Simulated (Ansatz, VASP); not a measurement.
TaN in VASP and in Ansatz

```
Ta N
1.0
     3.14514    0.00000    0.00000
    -1.57257    2.72377    0.00000
     0.00000    0.00000    4.82877
Ta N
1 1
Direct
  0.33333 0.66667 0.81091
  0.66667 0.33333 0.64689
```

Alike in both runs: functional PBE; k mesh 6 × 6 × 4; occupations gaussian, width 0.1 eV; no spin polarisation.

Ansatz relaxed the structure, and its values are those at the end. VASP's run is a single point on that final structure, the one shown.

|  | VASP | Ansatz |
| --- | --- | --- |
| version | VASP 6.6.1 | Ansatz 0.2.0 |
| potentials or method | VASP PAW PBE potentials, release 64 (Ta_sv_GW, N), cutoff 700 eV | scalar-relativistic, plane waves, PAW |
| valence electrons in the cell | 18 | 18 |

Ansatz gave:

- gap on the k mesh at the Fermi level (eV): 0.60
- least direct gap on the mesh (eV): 0.60
- pressure (GPa): 0.1
- rms of the force components (eV/Å): 0.011

Task: Estimate VASP's values.

Result: gap on the k mesh at the Fermi level (eV): 0.60; least direct gap on the mesh (eV): 0.60; pressure (GPa): 0.2; rms of the force components (eV/Å): 0.031.

Neither program's run includes spin-orbit coupling.
